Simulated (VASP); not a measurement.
**KI: single point with PBEsol**

Crystal: KI.

```xyz
2
Lattice="0.0000 3.5025 3.5025 3.5025 0.0000 3.5025 3.5025 3.5025 0.0000" Properties=species:S:1:pos:R:3 pbc="T T T"
K     0.0000    0.0000    0.0000
I     3.5025    3.5025    3.5025
```

- Program: VASP 6.6.1
- Task: single point
- Functional: PBEsol
- Potentials or basis: VASP PAW PBE potentials, release 64 (K_sv, I)
- Cutoff: 520 eV
- k mesh: 12 × 12 × 12
- Occupations: fermi-dirac, width 0.1 eV
- Spin: no spin polarisation

```json
{
 "Pressure": "0.1 GPa",
 "Band gap on the k mesh": "3.87 eV"
}
```

Levels at points of the mesh, in eV from the valence-band top:
```tsv
k point	band 4	band 5	band 6	band 7	band 8	band 9	band 10	band 11	band 12	band 13
(0.00, 0.00, 0.00)	-11.84	-10.58	0.00	0.00	0.00	3.87	6.41	6.41	6.41	7.17
(0.50, 0.00, 0.00)	-11.84	-10.25	-1.41	-0.37	-0.37	5.41	7.68	8.12	8.12	8.71
(0.50, 0.50, 0.00)	-11.86	-10.42	-1.06	-0.39	-0.39	4.78	5.73	8.10	8.76	8.78
```

It took 57 s on 1 thread of Intel(R) Xeon(R) Platinum 8488C (Sapphire Rapids) (shared host), peak memory 0.29 GiB.

Caveat: the PAW data sets were made with another functional, which shifts forces and pressure a little; spin-orbit coupling is left out, which moves the levels of the heavy elements. A k mesh can miss the band edges.
